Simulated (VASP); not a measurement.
Input of a VASP 6.6.1 run:

File INCAR:

```
SYSTEM = Li2Nb
ALGO = Normal
EDIFF = 1E-6
EDIFFG = -0.01
ENCUT = 600
GGA = PE
IBRION = 2
ISIF = 3
ISMEAR = 0
LASPH = .True.
LCHARG = .False.
LREAL = .False.
LWAVE = .False.
NELM = 100
NSW = 100
PREC = Accurate
SIGMA = 0.1
```

Contents of KPOINTS:

```
k-points
0
Gamma
  12 12 18
  0 0 0
```

Contents of POSCAR:

```
Li2Nb
1.0
    4.7469420686      0.0000000000      0.0000000000
   -2.3734710343      4.1109724217      0.0000000000
    0.0000000000      0.0000000000      2.5696532550
Li Nb
2 1
Direct
    0.3333333333      0.6666666667      0.5000000000
    0.6666666667      0.3333333333      0.5000000000
    0.0000000000      0.0000000000      0.0000000000
```

Potentials or basis: VASP PAW PBE potentials, release 64 (Li_sv, Nb_sv).

Command:

```console
$ cat potpaw_PBE.64/Li_sv/POTCAR potpaw_PBE.64/Nb_sv/POTCAR > POTCAR
$ mpirun -np 1 vasp_std > vasp.out
```

Q: Predict the space group after relaxing (to 0.05 Å).

A: P6/mmm (No. 191).

Q: Predict the relaxed volume.

A: 16.48 Å³/atom.

Q: Predict the relaxed cell.

A: a = 4.730 Å, b = 4.730 Å, c = 2.552 Å, α = 90.00°, β = 90.00°, γ = 120.00°.

Final structure:
```
Li Nb
1.0
     4.72971    0.00000    0.00000
    -2.36485    4.09605    0.00000
     0.00000    0.00000    2.55169
Li Nb
2 1
Direct
  0.33333 0.66667 0.50000
  0.66667 0.33333 0.50000
  0.00000 0.00000 0.00000
```

Caveat: the cutoff is under 1.25 times the usual one of these potentials, so pressure, stress and relaxed cells hold a basis-set (Pulay) error.
